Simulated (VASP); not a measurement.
**AlNi: single point with PBEsol+D4**

Crystal: AlNi.

```
Ni Al
1.0
     2.01158   -2.01162    0.00000
     2.01158    2.01162    0.00000
     0.00000    0.00000    2.84354
Ni Al
1 1
Cartesian
  2.0116 0.0000 1.4218
  0.0000 0.0000 0.0000
```

* Program: VASP 6.6.1
* Task: single point
* Functional: PBEsol
* Dispersion: D4
* Potentials or basis: VASP PAW PBE potentials, release 64 (Ni, Al)
* Cutoff: 520 eV
* k mesh: 10 × 10 × 9
* Occupations: fermi-dirac, width 0.05 eV
* Spin: collinear spin, ferromagnetic start
* Starting moments: [1.0, 0.0] μB
* Dipole correction: no
* Further INCAR settings: ALGO = Fast; EDIFF = 1e-07; NBANDS = 18

```json
{
  "Pressure": "0.2 GPa",
  "Net moment": "0.00 μB per cell",
  "Valence electrons inside the program's atomic spheres": "Ni 9.55; Al 0.82",
  "Dispersion energy per atom": "-0.264 eV"
}
```

Stress tensor (GPa, compression positive):
```
0.20 0.00 0.00
0.00 0.19 0.00
0.00 0.00 0.28
```

Levels at points of the mesh, in eV from the Fermi level:
Spin up:
| k point | band 2 | band 3 | band 4 | band 5 | band 6 | band 7 | band 8 | band 9 | band 10 | band 11 |
| --- | --- | --- | --- | --- | --- | --- | --- | --- | --- | --- |
| (0.00, 0.00, 0.00) | -3.47 | -3.47 | -1.67 | -1.67 | -1.67 | 5.61 | 5.61 | 5.63 | 8.23 | 8.23 |
| (0.50, 0.00, 0.00) | -7.05 | -2.97 | -2.41 | -2.41 | -1.57 | -0.71 | 8.30 | 10.13 | 10.15 | 11.23 |
| (0.50, 0.50, 0.00) | -3.60 | -3.03 | -3.03 | -2.24 | -2.24 | -1.11 | 1.48 | 2.64 | 12.68 | 15.40 |
Spin down:
| k point | band 3 | band 4 | band 5 | band 6 | band 7 | band 8 | band 9 | band 10 |
| --- | --- | --- | --- | --- | --- | --- | --- | --- |
| (0.00, 0.00, 0.00) | -3.47 | -1.67 | -1.67 | -1.67 | 5.61 | 5.61 | 5.63 | 8.23 |
| (0.50, 0.00, 0.00) | -2.97 | -2.41 | -2.41 | -1.57 | -0.71 | 8.30 | 10.13 | 10.15 |
| (0.50, 0.50, 0.00) | -3.03 | -3.03 | -2.24 | -2.24 | -1.11 | 1.48 | 2.64 | 12.68 |

Wall time 54 s on 1 thread of Intel(R) Xeon(R) 6975P-C (Granite Rapids) (shared host), peak memory 0.21 GiB.

Caveat: the PAW data sets were made with another functional, which shifts forces and pressure a little; pairwise dispersion overbinds metals, which lowers pressure and volume.
